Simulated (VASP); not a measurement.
# InSb (R-3m) in VASP: single point with r2SCAN

Aim: the single point of InSb with r2SCAN.

Program: VASP 6.6.1. These are calculated values, not measurements. Logs are shortened: lines on timing, memory, paths and dates and some standing lists are left out, and cuts for length are marked.

### 1 The cell of the first run

It takes space group R-3m (No. 166, trigonal). The conventional cell has a = 4.828 Å, b = 4.828 Å, c = 8.397 Å, α = 90.00°, β = 90.00°, γ = 120.00°. Within 4.2 Å of In (site symmetry -3m) lie 8 Sb at 3.12 to 4.20 Å and 6 In at 3.95 Å. Sb (site symmetry -3m) has 8 In at 3.12 to 4.20 Å and 6 Sb at 3.95 Å within 4.2 Å.

### 2 Single point, r2SCAN

Contents of POSCAR:

```
InSb
1.0
   -0.6600242806      2.7538944122      2.7538944122
    2.7538944122     -0.6600242806      2.7538944122
    2.7538944122      2.7538944122     -0.6600242806
In Sb
1 1
Direct
    0.0000000000      0.0000000000      0.0000000000
    0.5000000000      0.5000000000      0.5000000000
```

Contents of INCAR.step1:

```
PREC = Accurate ; ENCUT = 520
ISMEAR = 0 ; SIGMA = 0.15
LREAL = False ; LASPH = True
NELM = 100 ; NBANDS = 16
GGA = PE ; ALGO = Normal
EDIFF = 1E-4 ; LWAVE = True
LCHARG = False
```

Contents of INCAR.step2:

```
PREC = Accurate ; ENCUT = 520
EDIFF = 1E-6 ; ISMEAR = 0
SIGMA = 0.15 ; LREAL = False
LASPH = True ; NELM = 100
ALGO = Normal ; ISIF = 2
LWAVE = False ; LCHARG = True
METAGGA = R2SCAN ; LMIXTAU = True
LELF = True ; LVHAR = True
NBANDS = 16 ; ISTART = 1
```

Contents of KPOINTS:

```
Automatic mesh
0
Gamma
  20 20 20
```

Potentials or basis: VASP PAW PBE potentials, release 64 (In_d, Sb).

Run with:

```console
cat potpaw_PBE.64/In_d/POTCAR potpaw_PBE.64/Sb/POTCAR > POTCAR
cp INCAR.step1 INCAR
mpirun -np 1 vasp_std > vasp.out
cp INCAR.step2 INCAR
mpirun -np 1 vasp_std > vasp.out
```

OUTCAR:

```text
PREC = Accurate
   ENCUT = 520
   EDIFF = 1E-6
   ISMEAR = 0
   LREAL = False
   LASPH = True
   NELM = 100
   ISIF = 2
   METAGGA = R2SCAN
   ISTART = 1

 ion  position               nearest neighbor table
   1  0.000  0.000  0.000-   2 3.12   2 3.12   2 3.12   2 3.12   2 3.12   2 3.12
   2  0.500  0.500  0.500-   1 3.12   1 3.12   1 3.12   1 3.12   1 3.12   1 3.12

  LATTYP: Found a trigonal (rhomboedric) cell.
 ALAT       =     3.9501266965
 COS(alpha) =     0.2530624440

  Lattice vectors:

 A1 = (  -0.6600242806,   2.7538944122,   2.7538944122)
 A2 = (   2.7538944122,  -0.6600242806,   2.7538944122)
 A3 = (   2.7538944122,   2.7538944122,  -0.6600242806)

Analysis of symmetry for initial positions (statically):
=====================================================================
 Subroutine PRICEL returns:
 Original cell was already a primitive cell.

 Routine SETGRP: Setting up the symmetry group for a
 trigonal (rhombohedral) supercell.

 Subroutine GETGRP returns: Found 12 space group operations
 (whereof 12 operations were pure point group operations)
 out of a pool of 12 trial point group operations.

The static configuration has the point symmetry D_3d.

Analysis of symmetry for dynamics (positions and initial velocities):
=====================================================================
 Subroutine PRICEL returns:
 Original cell was already a primitive cell.

 Routine SETGRP: Setting up the symmetry group for a
 trigonal (rhombohedral) supercell.

 Subroutine GETGRP returns: Found 12 space group operations
 (whereof 12 operations were pure point group operations)
 out of a pool of 12 trial point group operations.

The dynamic configuration has the point symmetry D_3d.

 Subroutine INISYM returns: Found 12 space group operations
 (whereof 12 operations are pure point group operations),
 and found     1 'primitive' translations

----------------------------------------------------------------------------------------

                                     Primitive cell

  volume of cell :      56.4999

  direct lattice vectors                    reciprocal lattice vectors
    -0.660024281  2.753894412  2.753894412    -0.126518796  0.166399721  0.166399721
     2.753894412 -0.660024281  2.753894412     0.166399721 -0.126518796  0.166399721
     2.753894412  2.753894412 -0.660024281     0.166399721  0.166399721 -0.126518796

  length of vectors
     3.950126696  3.950126696  3.950126696     0.267179228  0.267179228  0.267179228

  position of ions in fractional coordinates (direct lattice)
     0.000000000  0.000000000  0.000000000
     0.500000000  0.500000000  0.500000000

  ion indices of the primitive-cell ions
   primitive index   ion index
                 1           1
                 2           2

----------------------------------------------------------------------------------------

 KPOINTS: Automatic mesh

Automatic generation of k-mesh.
 Grid dimensions read from file:
 generate k-points for:   20   20   20

 Generating k-lattice:

  Cartesian coordinates                     Fractional coordinates (reciprocal lattice)
    -0.006325940  0.008319986  0.008319986     0.050000000 -0.000000000 -0.000000000
     0.008319986 -0.006325940  0.008319986    -0.000000000  0.050000000 -0.000000000
     0.008319986  0.008319986 -0.006325940    -0.000000000 -0.000000000  0.050000000

  Length of vectors
     0.013358961  0.013358961  0.013358961

  Shift w.r.t. Gamma in fractional coordinates (k-lattice)
     0.000000000  0.000000000  0.000000000

 Subroutine IBZKPT returns following result:
 ===========================================

 Found    781 irreducible k-points:

 Following reciprocal coordinates:
            Coordinates               Weight
  0.000000  0.000000  0.000000      1.000000
  0.050000  0.000000 -0.000000      6.000000
  0.100000 -0.000000 -0.000000      6.000000
  0.150000 -0.000000 -0.000000      6.000000
  0.200000 -0.000000 -0.000000      6.000000
  0.250000  0.000000 -0.000000      6.000000
[... 16 lines left out ...]
 -0.400000  0.050000  0.000000     12.000000
 -0.350000  0.050000  0.000000     12.000000
 [... further k-points ...]
   k-points           NKPTS =    781   k-points in BZ     NKDIM =    781   number of bands    NBANDS=     16
   number of dos      NEDOS =    301   number of ions     NIONS =      2
   total plane-waves  NPLWV =  27000
   dimension x,y,z NGX =    30 NGY =   30 NGZ =   30
   dimension x,y,z NGXF=    60 NGYF=   60 NGZF=   60
   ions per type =               1   1
   NGX,Y,Z   is equivalent  to a cutoff of  12.63, 12.63, 12.63 a.u.
   NGXF,Y,Z  is equivalent  to a cutoff of  25.25, 25.25, 25.25 a.u.
 SYSTEM =  unknown system
   PREC   = accura    normal or accurate (medium, high low for compatibility)
   ISTART =      1    job   : 0-new  1-cont  2-samecut
   ICHARG =      0    charge: 1-file 2-atom 10-const
   ISPIN  =      1    spin polarized calculation?
   LNONCOLLINEAR =      F non collinear calculations
   LSORBIT =      F    spin-orbit coupling
   LASPH  =      T    aspherical Exc in radial PAW
   ENCUT  =  520.0 eV  38.22 Ry    6.18 a.u.   7.34  7.34  7.34*2*pi/ulx,y,z
   NELM   =    100;   NELMIN=  2; NELMDL=  0     # of ELM steps
   EDIFF  = 0.1E-05   stopping-criterion for ELM
   LREAL  =      F    real-space projection
   EDIFFG = 0.1E-04   stopping-criterion for IOM
   NSW    =      0    number of steps for IOM
   IBRION =     -1    ionic relax: 0-MD 1-quasi-New 2-CG
   NFREE  =      0    steps in history (QN), initial steepest desc. (CG)
   ISIF   =      2    stress and relaxation
   ISYM   =      2    0-nonsym 1-usesym 2-fastsym
   POTIM  = 0.5000    time-step for ionic-motion
   TEBEG  =    0.0;   TEEND  =   0.0 temperature during run
   PSTRESS=    0.0 pullay stress
   NELECT =      18.0000    total number of electrons
   NUPDOWN=      -1.0000    fix difference up-down
   EMIN   =  10.00;   EMAX   =-10.00  energy-range for DOS
   EFERMI =   0.00;   METHOD = LEGACY
   ISMEAR =     0;   SIGMA  =   0.15  broadening in eV -4-tet -1-fermi 0-gaus
   EFERMI_NEDOS =   21; number of points for ismear=-14 and -15
   IALGO  =     38    algorithm
   IMIX   =      4    mixing-type and parameters
     AMIX     =   0.40;   BMIX     =  1.00
     AMIX_MAG =   1.60;   BMIX_MAG =  1.00
  volume/ion in A,a.u.               =      28.25       190.64
  Fermi-wavevector in a.u.,A,eV,Ry     =   1.118106  2.112914 17.009479  1.250161
  Thomas-Fermi vector in A             =   2.254735
   LORBIT       =      0    0 simple, 1 ext, 2 COOP (PROOUT), +10 PAW based schemes
   METAGGA = R2SCAN    functional components
   LHFCALC =     F    Hartree Fock is set to
   AEXX    =    0.0000 exact exchange contribution
   IVDW    =     0    specifies the selected vdW correction
   LEPSILON=     F    determine dielectric tensor
   LRPA    =     F    only Hartree local field effects (RPA)
 non-spin polarized calculation
 Gauss-broadening in eV      SIGMA  =   0.15
  energy-cutoff  :      520.00
  volume of cell :       56.50
 maximum number of plane-waves:      1541
 NGX is ok and might be reduce to    30
   NGX = 15   NGY = 15   NGZ = 15

 number of electron      18.0000008 magnetization

 Free energy of the ion-electron system (eV)
  ---------------------------------------------------
  ext. energy  EPLUGINS =         0.00000000
  ---------------------------------------------------
  free energy    TOTEN  =       -48.03495031 eV

  energy without entropy =      -48.01744078  energy(sigma->0) =      -48.02619555

 E-fermi :   6.9844     XC(G=0): -10.4703

 val. band max:        6.9839019833   @ k =   0.4000   0.2000   0.1500
 cond. band min:       6.9847630204   @ k =  -0.2000   0.2500   0.1000
 fundamental gap:      0.0008610371
 Fermi energy:         6.9843605111

 k-point     1 :       0.0000    0.0000    0.0000
  band No.  band energies     occupation
      1      -8.1097      2.00000
      2      -8.1097      2.00000
      3      -8.0558      2.00000
      4      -8.0365      2.00000
      5      -8.0365      2.00000
      6      -4.6494      2.00000
[... 8 lines left out ...]
     15      14.4551      0.00000
     16      17.0077      0.00000

 k-point     2 :       0.0500    0.0000   -0.0000
  band No.  band energies     occupation
      1      -8.1102      2.00000
      2      -8.1083      2.00000
      3      -8.0558      2.00000
      4      -8.0369      2.00000
      5      -8.0367      2.00000
      6      -4.6242      2.00000
[... 8 lines left out ...]
     15      14.4024      0.00000
     16      17.1119      0.00000

 k-point     3 :       0.1000   -0.0000   -0.0000
  band No.  band energies     occupation
      1      -8.1120      2.00000
      2      -8.1044      2.00000
      3      -8.0559      2.00000
      4      -8.0381      2.00000
      5      -8.0373      2.00000
      6      -4.5489      2.00000
[... 8 lines left out ...]
     15      14.2829      0.00000
     16      17.2739      0.00000

 k-point     4 :       0.1500   -0.0000   -0.0000
  band No.  band energies     occupation
      1      -8.1149      2.00000
      2      -8.0987      2.00000
      3      -8.0559      2.00000
      4      -8.0396      2.00000
      5      -8.0379      2.00000
      6      -4.4246      2.00000
[... 8 lines left out ...]
     15      14.2388      0.00000
     16      17.1300      0.00000
[... 324 lines left out ...]
 k-point    22 :      -0.4500    0.0500    0.0000
  band No.  band energies     occupation
      1      -8.1418      2.00000
      2      -8.0762      2.00000
      3      -8.0627      2.00000
      4      -8.0434      2.00000
      5      -8.0201      2.00000
      6      -3.0000      2.00000
[... 8 lines left out ...]
     15      15.4727      0.00000
     16      16.4412      0.00000

 k-point    23 :      -0.4000    0.0500    0.0000
  band No.  band energies     occupation
      1      -8.1390      2.00000
      2      -8.0775      2.00000
      3      -8.0613      2.00000
      4      -8.0431      2.00000
      5      -8.0236      2.00000
      6      -3.1863      2.00000
[... 8 lines left out ...]
     15      15.7889      0.00000
     16      16.6480      0.00000

 k-point    24 :      -0.3500    0.0500    0.0000
  band No.  band energies     occupation
      1      -8.1347      2.00000
      2      -8.0796      2.00000
      3      -8.0594      2.00000
      4      -8.0426      2.00000
      5      -8.0283      2.00000
      6      -3.4422      2.00000
[... 8 lines left out ...]
     15      16.1730      0.00000
     16      16.8282      0.00000

 [... further k-points ...]
[... 5 lines left out ...]
  --------------------------------------------------------------------------------------
  -------------------------------------------------------------------------------------
  Total       -0.1384914     -0.1384914     -0.1384914      0.6708307      0.6708307      0.6708307
  in kB       -3.9272224     -3.9272224     -3.9272224     19.0228524     19.0228524     19.0228524
  external PRESSURE =      -3.9272224 kB  Pullay stress =       0.0000000 kB

 VOLUME and BASIS-vectors are now :
 -----------------------------------------------------------------------------
  energy-cutoff  :      520.00
  volume of cell :       56.50
      direct lattice vectors                 reciprocal lattice vectors
    -0.660024281  2.753894412  2.753894412    -0.126518796  0.166399721  0.166399721
     2.753894412 -0.660024281  2.753894412     0.166399721 -0.126518796  0.166399721
     2.753894412  2.753894412 -0.660024281     0.166399721  0.166399721 -0.126518796

 POSITION                                       TOTAL-FORCE (eV/Angst)
 -----------------------------------------------------------------------------------
      0.00000      0.00000      0.00000         0.000000      0.000000     -0.000000
      2.42388      2.42388      2.42388        -0.000000     -0.000000      0.000000
 -----------------------------------------------------------------------------------
    total drift:                               -0.000000      0.000000      0.000000

  FREE ENERGIE OF THE ION-ELECTRON SYSTEM (eV)
  ---------------------------------------------------
  free  energy   TOTEN  =       -48.0349503146 eV

  energy  without entropy=      -48.0174407801  energy(sigma->0) =      -48.02619555
```

It took 38 min on 1 thread of Oxide Virtual Turin-like, shared host; peak memory 0.74 GiB.

Results:

```
Free energy            : -48.0350 eV
Pressure               : -0.4 GPa
Band gap on the k mesh : zero (bands 9 and 10 overlap by 2.13 eV)
```

Levels at points of the mesh, in eV from the Fermi level:
```csv
k point,band 7,band 8,band 9,band 10,band 11,band 12
"(0.00, 0.00, 0.00)",-1.22,-1.06,-1.06,0.95,5.11,5.11
"(0.50, 0.00, 0.00)",-7.09,0.43,0.82,2.23,2.73,4.28
"(0.50, 0.50, 0.00)",-4.71,-3.71,-3.65,-0.35,4.54,6.49
"(0.50, 0.50, 0.50)",-5.22,-1.20,-1.20,0.34,0.68,0.82
```

Caveat: the PAW data sets were made with another functional, which shifts forces and pressure a little; spin-orbit coupling is left out, which moves the levels of the heavy elements.
